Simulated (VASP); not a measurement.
# Ir (P6_3/mmc) in VASP: a series of runs

Runs on Ir. Level: PBEsol. Tasks: single point.

Everything below comes from runs of VASP 6.6.1. Logs are shortened: lines on timing, memory, paths and dates and some standing lists are left out, and cuts for length are marked.

## 1. The cell of the first run

It takes space group P6_3/mmc (No. 194, hexagonal). The conventional cell has a = 2.682 Å, b = 2.682 Å, c = 4.353 Å, α = 90.00°, β = 90.00°, γ = 120.00°. Within 3.5 Å of Ir (site symmetry -6m2) lie 12 Ir at 2.67 to 2.68 Å.

This isn't the form of Ir at room conditions, which is fcc.

## 2. Single point, PBEsol (13.56 Å³/atom)

Contents of INCAR:

```
ALGO = Normal
EDIFF = 1E-6
ENCUT = 560
GGA = PS
GGA_COMPAT = F
ISIF = 2
ISMEAR = -1
LASPH = T
LCHARG = F
LREAL = F
LWAVE = F
NBANDS = 24
NELM = 120
PREC = Accurate
SIGMA = 0.1
```

Contents of KPOINTS:

```
k-points
0
Gamma
  15 15 8
```

Contents of POSCAR:

```
Ir
1.0
    2.6823918508      0.0000000000      0.0000000000
   -1.3411959254      2.3230194857      0.0000000000
    0.0000000000      0.0000000000      4.3533764827
Ir
2
Direct
    0.3333333333      0.6666666667      0.2500000000
    0.6666666667      0.3333333333      0.7500000000
```

Potentials or basis: VASP PAW PBE potentials, release 64 (Ir_sv_GW).

Launch:

```sh
$ cat potpaw_PBE.64/Ir_sv_GW/POTCAR > POTCAR
$ mpirun -np 1 vasp_std > vasp.out
```

OUTCAR:

```text
EDIFF = 1E-6
   ENCUT = 560
   GGA = PS
   ISIF = 2
   ISMEAR = -1
   LASPH = T
   LREAL = F
   NELM = 120
   PREC = Accurate

 ion  position               nearest neighbor table
   1  0.333  0.667  0.250-   2 2.67   2 2.67   2 2.67   2 2.67   2 2.67   2 2.67
   2  0.667  0.333  0.750-   1 2.67   1 2.67   1 2.67   1 2.67   1 2.67   1 2.67

  LATTYP: Found a hexagonal cell.
 ALAT       =     2.6823918508
 C/A-ratio  =     1.6229457607

  Lattice vectors:

 A1 = (   2.6823918508,   0.0000000000,   0.0000000000)
 A2 = (  -1.3411959254,   2.3230194857,   0.0000000000)
 A3 = (   0.0000000000,   0.0000000000,   4.3533764827)

Analysis of symmetry for initial positions (statically):
=====================================================================
 Subroutine PRICEL returns:
 Original cell was already a primitive cell.

 Routine SETGRP: Setting up the symmetry group for a
 hexagonal supercell.

 Subroutine GETGRP returns: Found 24 space group operations
 (whereof 12 operations were pure point group operations)
 out of a pool of 24 trial point group operations.

The static configuration has the point symmetry D_3d.
 The point group associated with its full space group is D_6h.

Analysis of symmetry for dynamics (positions and initial velocities):
=====================================================================
 Subroutine PRICEL returns:
 Original cell was already a primitive cell.

 Routine SETGRP: Setting up the symmetry group for a
 hexagonal supercell.

 Subroutine GETGRP returns: Found 24 space group operations
 (whereof 12 operations were pure point group operations)
 out of a pool of 24 trial point group operations.

The dynamic configuration has the point symmetry D_3d.
 The point group associated with its full space group is D_6h.

 Subroutine INISYM returns: Found 24 space group operations
 (whereof 12 operations are pure point group operations),
 and found     1 'primitive' translations

----------------------------------------------------------------------------------------

                                     Primitive cell

  volume of cell :      27.1270

  direct lattice vectors                    reciprocal lattice vectors
     2.682391851  0.000000000  0.000000000     0.372801610  0.215237110  0.000000000
    -1.341195925  2.323019486  0.000000000     0.000000000  0.430474220  0.000000000
     0.000000000  0.000000000  4.353376483     0.000000000  0.000000000  0.229706758

  length of vectors
     2.682391851  2.682391851  4.353376483     0.430474220  0.430474220  0.229706758

  position of ions in fractional coordinates (direct lattice)
     0.333333333  0.666666667  0.250000000
     0.666666667  0.333333333  0.750000000

  ion indices of the primitive-cell ions
   primitive index   ion index
                 1           1
                 2           2

----------------------------------------------------------------------------------------

 KPOINTS: k-points

Automatic generation of k-mesh.
 Grid dimensions read from file:
 generate k-points for:   15   15    8

 Generating k-lattice:

  Cartesian coordinates                     Fractional coordinates (reciprocal lattice)
     0.024853441  0.014349141  0.000000000     0.066666667  0.000000000  0.000000000
     0.000000000  0.028698281  0.000000000     0.000000000  0.066666667  0.000000000
     0.000000000  0.000000000  0.028713345     0.000000000  0.000000000  0.125000000

  Length of vectors
     0.028698281  0.028698281  0.028713345

  Shift w.r.t. Gamma in fractional coordinates (k-lattice)
     0.000000000  0.000000000  0.000000000

 Subroutine IBZKPT returns following result:
 ===========================================

 Found    135 irreducible k-points:

 Following reciprocal coordinates:
            Coordinates               Weight
  0.000000  0.000000  0.000000      1.000000
  0.066667 -0.000000  0.000000      6.000000
  0.133333 -0.000000  0.000000      6.000000
  0.200000  0.000000  0.000000      6.000000
  0.266667 -0.000000  0.000000      6.000000
  0.333333 -0.000000  0.000000      6.000000
[... 16 lines left out ...]
  0.333333  0.200000  0.000000     12.000000
  0.400000  0.200000  0.000000      6.000000
 [... further k-points ...]
   k-points           NKPTS =    135   k-points in BZ     NKDIM =    135   number of bands    NBANDS=     24
   number of dos      NEDOS =    301   number of ions     NIONS =      2
   total plane-waves  NPLWV =  20736
   dimension x,y,z NGX =    24 NGY =   24 NGZ =   36
   dimension x,y,z NGXF=    48 NGYF=   48 NGZF=   72
   ions per type =               2
   NGX,Y,Z   is equivalent  to a cutoff of  14.87, 14.87, 13.75 a.u.
   NGXF,Y,Z  is equivalent  to a cutoff of  29.75, 29.75, 27.50 a.u.
 SYSTEM =  unknown system
   PREC   = accura    normal or accurate (medium, high low for compatibility)
   ISTART =      0    job   : 0-new  1-cont  2-samecut
   ICHARG =      2    charge: 1-file 2-atom 10-const
   ISPIN  =      1    spin polarized calculation?
   LNONCOLLINEAR =      F non collinear calculations
   LSORBIT =      F    spin-orbit coupling
   LASPH  =      T    aspherical Exc in radial PAW
   ENCUT  =  560.0 eV  41.16 Ry    6.42 a.u.   5.18  5.18  8.40*2*pi/ulx,y,z
   NELM   =    120;   NELMIN=  2; NELMDL= -5     # of ELM steps
   EDIFF  = 0.1E-05   stopping-criterion for ELM
   LREAL  =      F    real-space projection
[... 7 lines left out ...]
   TEBEG  =    0.0;   TEEND  =   0.0 temperature during run
   PSTRESS=    0.0 pullay stress
   NELECT =      34.0000    total number of electrons
   NUPDOWN=      -1.0000    fix difference up-down
   EMIN   =  10.00;   EMAX   =-10.00  energy-range for DOS
   EFERMI =   0.00;   METHOD = LEGACY
   ISMEAR =    -1;   SIGMA  =   0.10  broadening in eV -4-tet -1-fermi 0-gaus
   EFERMI_NEDOS =   21; number of points for ismear=-14 and -15
   IALGO  =     38    algorithm
   IMIX   =      4    mixing-type and parameters
     AMIX     =   0.40;   BMIX     =  1.00
     AMIX_MAG =   1.60;   BMIX_MAG =  1.00
  volume/ion in A,a.u.               =      13.56        91.53
  Fermi-wavevector in a.u.,A,eV,Ry     =   1.765092  3.335540 42.389633  3.115550
  Thomas-Fermi vector in A             =   2.832941
   LORBIT       =      0    0 simple, 1 ext, 2 COOP (PROOUT), +10 PAW based schemes
   GGA     = PS    functional components
   LHFCALC =     F    Hartree Fock is set to
   AEXX    =    0.0000 exact exchange contribution
   IVDW    =     0    specifies the selected vdW correction
   LEPSILON=     F    determine dielectric tensor
   LRPA    =     F    only Hartree local field effects (RPA)
 non-spin polarized calculation
  energy-cutoff  :      560.00
  volume of cell :       27.13
 maximum number of plane-waves:       829
 NGX is ok and might be reduce to    24
   NGX = 11   NGY = 11   NGZ = 17

 number of electron      34.0000000 magnetization

 Free energy of the ion-electron system (eV)
  ---------------------------------------------------
  ext. energy  EPLUGINS =         0.00000000
  ---------------------------------------------------
  free energy    TOTEN  =       -20.62751556 eV

  energy without entropy =      -20.55773243  energy(sigma->0) =      -20.59262399

 E-fermi :  13.7097     XC(G=0): -14.9784

 val. band max:       13.7091890115   @ k =   0.2000   0.0667   0.3750
 cond. band min:      13.7127813869   @ k =   0.1333   0.0667   0.5000
 fundamental gap:      0.0035923754
 Fermi energy:        13.7097028156

 k-point     1 :       0.0000    0.0000    0.0000
  band No.  band energies     occupation
      1     -79.5566      2.00000
      2     -79.4748      2.00000
      3     -36.8311      2.00000
      4     -36.0256      2.00000
      5     -36.0256      2.00000
      6     -35.9006      2.00000
[... 16 lines left out ...]
     23      29.2586      0.00000
     24      30.4899      0.00000

 k-point     2 :       0.0667   -0.0000    0.0000
  band No.  band energies     occupation
      1     -79.5542      2.00000
      2     -79.4741      2.00000
      3     -36.8186      2.00000
      4     -36.0565      2.00000
      5     -36.0362      2.00000
      6     -35.9249      2.00000
[... 16 lines left out ...]
     23      29.5041      0.00000
     24      30.8095      0.00000

 k-point     3 :       0.1333   -0.0000    0.0000
  band No.  band energies     occupation
      1     -79.5455      2.00000
      2     -79.4702      2.00000
      3     -36.7815      2.00000
      4     -36.1409      2.00000
      5     -36.0633      2.00000
      6     -36.0117      2.00000
[... 16 lines left out ...]
     23      30.0919      0.00000
     24      31.5657      0.00000

 k-point     4 :       0.2000    0.0000    0.0000
  band No.  band energies     occupation
      1     -79.5326      2.00000
      2     -79.4646      2.00000
      3     -36.7233      2.00000
      4     -36.2652      2.00000
      5     -36.1379      2.00000
      6     -36.1018      2.00000
[... 16 lines left out ...]
     23      29.9261      0.00000
     24      31.2717      0.00000

 k-point     5 :       0.2667   -0.0000    0.0000
  band No.  band energies     occupation
      1     -79.5173      2.00000
      2     -79.4592      2.00000
      3     -36.6498      2.00000
      4     -36.4083      2.00000
      5     -36.2791      2.00000
      6     -36.1451      2.00000
[... 16 lines left out ...]
     23      28.8136      0.00000
     24      29.4337      0.00000

 k-point     6 :       0.3333   -0.0000    0.0000
  band No.  band energies     occupation
      1     -79.5015      2.00000
      2     -79.4546      2.00000
      3     -36.5686      2.00000
      4     -36.5442      2.00000
      5     -36.4101      2.00000
      6     -36.1853      2.00000
[... 16 lines left out ...]
     23      27.6659      0.00000
     24      27.8440      0.00000
[... 379 lines left out ...]
 k-point    21 :       0.2000    0.2000    0.0000
  band No.  band energies     occupation
      1     -79.4976      2.00000
      2     -79.4533      2.00000
      3     -36.5470      2.00000
      4     -36.4705      2.00000
      5     -36.4612      2.00000
      6     -36.2023      2.00000
[... 16 lines left out ...]
     23      25.0154      0.00000
     24      28.9888      0.00000

 k-point    22 :       0.2667    0.2000    0.0000
  band No.  band energies     occupation
      1     -79.4845      2.00000
      2     -79.4511      2.00000
      3     -36.5609      2.00000
      4     -36.4946      2.00000
      5     -36.4697      2.00000
      6     -36.2700      2.00000
[... 16 lines left out ...]
     23      24.3456      0.00000
     24      28.6865      0.00000

 k-point    23 :       0.3333    0.2000    0.0000
  band No.  band energies     occupation
      1     -79.4741      2.00000
      2     -79.4516      2.00000
      3     -36.6212      2.00000
      4     -36.5034      2.00000
      5     -36.3998      2.00000
      6     -36.3332      2.00000
[... 16 lines left out ...]
     23      25.6746      0.00000
     24      28.2093      0.00000

 k-point    24 :       0.4000    0.2000    0.0000
  band No.  band energies     occupation
      1     -79.4691      2.00000
      2     -79.4526      2.00000
      3     -36.6417      2.00000
      4     -36.5009      2.00000
      5     -36.3660      2.00000
      6     -36.3617      2.00000
[... 16 lines left out ...]
     23      26.2609      0.00000
     24      27.2124      0.00000

 [... further k-points ...]

------------------------ aborting loop because EDIFF is reached ----------------------------------------

  FORCE on cell =-STRESS in cart. coord.  units (eV):
  Direction    XX          YY          ZZ          XY          YZ          ZX
  --------------------------------------------------------------------------------------
  -------------------------------------------------------------------------------------
  Total        2.5717645      2.5717645      2.5622562     -0.0000000      0.0000000      0.0000000
  in kB      151.8939524    151.8939524    151.3323718     -0.0000000      0.0000000      0.0000000
  external PRESSURE =     151.7067589 kB  Pullay stress =       0.0000000 kB

 VOLUME and BASIS-vectors are now :
 -----------------------------------------------------------------------------
  energy-cutoff  :      560.00
  volume of cell :       27.13
      direct lattice vectors                 reciprocal lattice vectors
     2.682391851  0.000000000  0.000000000     0.372801610  0.215237110  0.000000000
    -1.341195925  2.323019486  0.000000000     0.000000000  0.430474220  0.000000000
     0.000000000  0.000000000  4.353376483     0.000000000  0.000000000  0.229706758

 POSITION                                       TOTAL-FORCE (eV/Angst)
 -----------------------------------------------------------------------------------
     -0.00000      1.54868      1.08834         0.000000     -0.000000      0.000000
      1.34120      0.77434      3.26503        -0.000000      0.000000      0.000000
 -----------------------------------------------------------------------------------
    total drift:                                0.000000     -0.000000      0.000000

  FREE ENERGIE OF THE ION-ELECTRON SYSTEM (eV)
  ---------------------------------------------------
  free  energy   TOTEN  =       -20.6275155553 eV

  energy  without entropy=      -20.5577324250  energy(sigma->0) =      -20.59262399
```

Run time: 50 s. Hardware: 1 thread of AMD EPYC 9R45 (Zen 5), shared host; peak memory 0.19 GiB.

What came out:

```yaml
Free_energy: -20.6275 eV
Pressure: 15.2 GPa
Band_gap_on_the_k_mesh: zero (bands 17 and 18 overlap by 3.56 eV)
```

Caveat: the cell stands under pressure; the PAW data sets were made with another functional, which shifts forces and pressure a little; spin-orbit coupling is left out, which moves the levels of the heavy elements.

## 3. Single point, PBEsol

This run uses another cell than the first one, of 14.13 Å³/atom.

Contents of INCAR:

```
  PREC = Accurate
  ENCUT = 560
  EDIFF = 1E-6
  ISMEAR = -1
  SIGMA = 0.1
  LREAL = False
  LASPH = True
  NELM = 120
  ALGO = Normal
  ISIF = 2
  LWAVE = False
  LCHARG = False
  GGA = PS
  NBANDS = 24
  GGA_COMPAT = False
```

Contents of KPOINTS:

```
regular mesh
0
Gamma
  13 13 7
```

Contents of POSCAR:

```
Ir
1.0
    2.7191415113      0.0000000000      0.0000000000
   -1.3595707557      2.3548456253      0.0000000000
    0.0000000000      0.0000000000      4.4130191885
Ir
2
Direct
    0.3333333333      0.6666666667      0.2500000000
    0.6666666667      0.3333333333      0.7500000000
```

Potentials or basis: VASP PAW PBE potentials, release 64 (Ir_sv_GW).

Launch:

```sh
$ cat potpaw_PBE.64/Ir_sv_GW/POTCAR > POTCAR
$ mpirun -np 1 vasp_std > vasp.out
```

It took 54 s on 1 thread of Intel Xeon Platinum 8488C (Sapphire Rapids), shared host; peak memory 0.2 GiB.

The run converged. Its results:

- Free energy: -20.6717 eV
- Pressure: -1.8 GPa
- Band gap on the k mesh: zero (bands 17 and 18 overlap by 3.44 eV)

Levels at points of the mesh, in eV from the Fermi level:
```tsv
k point	band 14	band 15	band 16	band 17	band 18	band 19	band 20	band 21
(0.00, 0.00, 0.00)	-3.23	-3.23	-2.41	-2.41	-0.90	0.26	0.26	7.03
```

Caveat: the PAW data sets were made with another functional, which shifts forces and pressure a little; spin-orbit coupling is left out, which moves the levels of the heavy elements.

## 4. Single point, PBEsol (14.13 Å³/atom)

This run uses another cell than the first one, of 14.13 Å³/atom.

Contents of INCAR:

```
ALGO = Normal ; EDIFF = 1E-6
ENCUT = 560 ; GGA = PS
GGA_COMPAT = False ; ISIF = 2
ISMEAR = -1 ; LASPH = True
LCHARG = True ; LELF = True
LREAL = False ; LVHAR = True
LWAVE = False ; NBANDS = 24
NELM = 120 ; PREC = Accurate
SIGMA = 0.1
```

Contents of KPOINTS:

```
k-points
0
Gamma
  15 15 8
```

POSCAR is that of step 3.

Launch:

```sh
$ cat potpaw_PBE.64/Ir_sv_GW/POTCAR > POTCAR
$ mpirun -np 1 vasp_std > vasp.out
```

Run time: 41 s. Hardware: 1 thread of Intel Xeon 6975P-C (Granite Rapids), shared host; peak memory 0.22 GiB.

It converged, with:

| Property | Result |
| --- | --- |
| Free energy | -20.6833 eV |
| Pressure | -2.0 GPa |
| Band gap on the k mesh | zero (bands 17 and 18 overlap by 3.32 eV) |

Stress tensor (GPa, compression positive):
```
-1.84  0.00  0.00
 0.00 -1.84  0.00
 0.00  0.00 -2.21
```

Levels at points of the mesh, in eV from the Fermi level:
| k point | band 14 | band 15 | band 16 | band 17 | band 18 | band 19 | band 20 | band 21 |
| --- | --- | --- | --- | --- | --- | --- | --- | --- |
| (0.00, 0.00, 0.00) | -3.22 | -3.22 | -2.39 | -2.39 | -0.89 | 0.28 | 0.28 | 7.05 |
| (0.00, 0.00, 0.50) | -4.00 | -4.00 | -4.00 | -0.47 | -0.47 | -0.47 | -0.47 | 13.12 |

Caveat: the PAW data sets were made with another functional, which shifts forces and pressure a little; spin-orbit coupling is left out, which moves the levels of the heavy elements.

## 5. Summary

```csv
cell,k mesh,gap on the mesh (eV),pressure (GPa)
"a = 2.682, b = 2.682, c = 4.353 Å, angles 90.0, 90.0, 120.0°, 2 atoms",15 × 15 × 8,none,15.2
"a = 2.719, b = 2.719, c = 4.413 Å, angles 90.0, 90.0, 120.0°, 2 atoms",13 × 13 × 7,none,-1.8
"a = 2.719, b = 2.719, c = 4.413 Å, angles 90.0, 90.0, 120.0°, 2 atoms",15 × 15 × 8,none,-2.0
```

Alike in all rows: task single point; level PBEsol; potentials or basis VASP PAW PBE potentials, release 64 (Ir_sv_GW); no spin polarisation; cutoff (eV) 560; smearing fermi-dirac 0.1 eV.

Caveats: the PAW data sets were made with another functional, which shifts forces and pressure a little; spin-orbit coupling is left out, which moves the levels of the heavy elements; the cell stands under pressure (at least some runs).

Total energies depend on the potentials used, so only differences within one code and one set of settings carry meaning.
